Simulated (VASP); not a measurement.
Crystal: C.

```
CELL_PARAMETERS angstrom
0.00000 1.48125 1.48125
1.48125 0.00000 1.48125
1.48125 1.48125 0.00000
ATOMIC_POSITIONS crystal
C 0.00000 0.00000 0.00000
```

* Program: VASP 6.6.1
* Task: relaxation of cell and atoms
* Functional: PBE
* Potentials or basis: VASP PAW PBE potentials, release 64 (C)
* Cutoff: 600 eV
* k mesh: 23 × 23 × 23
* Occupations: fermi-dirac, width 0.05 eV
* Spin: no spin polarisation

At the start: pressure 21.7 GPa; volume 6.50 Å³/atom.

**Question.** How do energy, volume and symmetry change on relaxing?

**Answer.** Over 3 steps the energy falls by 51.3 meV/atom and the volume is 7.34 Å³/atom (+13.0 %); space group Fm-3m (No. 225, to 0.05 Å).

The path:
```tsv
step	energy change (eV)	largest force (eV/Å)	pressure (GPa)	volume (Å³)
1	0.0000	0.0000	21.69	6.50
2	-0.0513	0.0000	-0.33	7.36
3	-0.0513	0.0000	0.04	7.34
```

Final structure:
```
CELL_PARAMETERS angstrom
0.00000 1.54283 1.54283
1.54283 0.00000 1.54283
1.54283 1.54283 0.00000
ATOMIC_POSITIONS crystal
C 0.00000 0.00000 0.00000
```
